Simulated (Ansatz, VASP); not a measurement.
**WSe2: VASP beside Ansatz**

The input INCAR:

```
PREC = Accurate
ENCUT = 520
EDIFF = 1E-6
ISMEAR = 0
SIGMA = 0.05
LREAL = F
LASPH = T
NELM = 80
ALGO = Normal
ISIF = 2
LWAVE = F
LCHARG = F
LDIPOL = T
IDIPOL = 3
DIPOL = 0.5 0.5 0.388
GGA = PE
IVDW = 12
NBANDS = 35
```

KPOINTS

```
Automatic mesh
0
Gamma
  9 9 1
```

File POSCAR:

```
WSe2
1.0
    3.2854929709      0.0000000000      0.0000000000
   -1.6427464855      2.8453203767      0.0000000000
    0.0000000000      0.0000000000     24.2386466774
Se W
4 2
Direct
    0.3333333333      0.6666666667      0.1856539294
    0.3333333333      0.6666666667      0.3246601777
    0.7777777778      0.2222222222      0.4517299783
    0.7777777778      0.2222222222      0.5907362267
    0.6666666667      0.3333333333      0.2551570536
    1.1111111111     -0.1111111111      0.5212331025
```

Input for Ansatz:

```yaml
crystal:
  lattice:
    - [3.2854929709, 0.0, 0.0]
    - [-1.6427464855, 2.8453203767, 0.0]
    - [0.0, 0.0, 24.2386466774]
  atoms:
    - { symbol: Se, position: [0.3333333333, 0.6666666667, 0.1856539294] }
    - { symbol: W, position: [0.6666666667, 0.3333333333, 0.2551570536] }
    - { symbol: Se, position: [0.3333333333, 0.6666666667, 0.3246601777] }
    - { symbol: Se, position: [0.7777777778, 0.2222222222, 0.4517299783] }
    - { symbol: W, position: [1.1111111111, -0.1111111111, 0.5212331025] }
    - { symbol: Se, position: [0.7777777778, 0.2222222222, 0.5907362267] }
basis:
  ecutwfc: 420
kpoints:
  mp_grid: { grid: [9, 9, 1] }
hamiltonian:
  xc: pbe
  pseudopotentials: { kind: paw, azcp: { folder: soft_1 } }
  dispersion: d3bj
scf:
  occupations: { method: gaussian, width: 0.05 }
output:
  forces: true
  eigenvalues: true
efield:
  axis: 3
  dipole_correction: true
  ramp_width: 0.04
```

Alike in both runs: task single point; functional PBE; dispersion D3(BJ); k mesh 9 × 9 × 1; occupations gaussian, width 0.05 eV; no spin polarisation.

```csv
,VASP,Ansatz
version,VASP 6.6.1,Ansatz 0.2.0
potentials or method,"VASP PAW PBE potentials, release 64 (Se, W_sv), cutoff 520 eV","scalar-relativistic, plane waves, PAW"
valence electrons in the cell,52,92
```

```tsv
	VASP	Ansatz	Ansatz less VASP
gap on the k mesh at the Fermi level (eV)	1.39	1.40	+0.005
least direct gap on the mesh (eV)	1.63	1.63	+0.004
rms of the force components (eV/Å)	0.018	0.025	+0.0068
```

VASP's potentials hold 52 valence electrons a cell and Ansatz's 92, so a difference there can come from the potentials and not from the codes.

Spin-orbit coupling is off throughout.
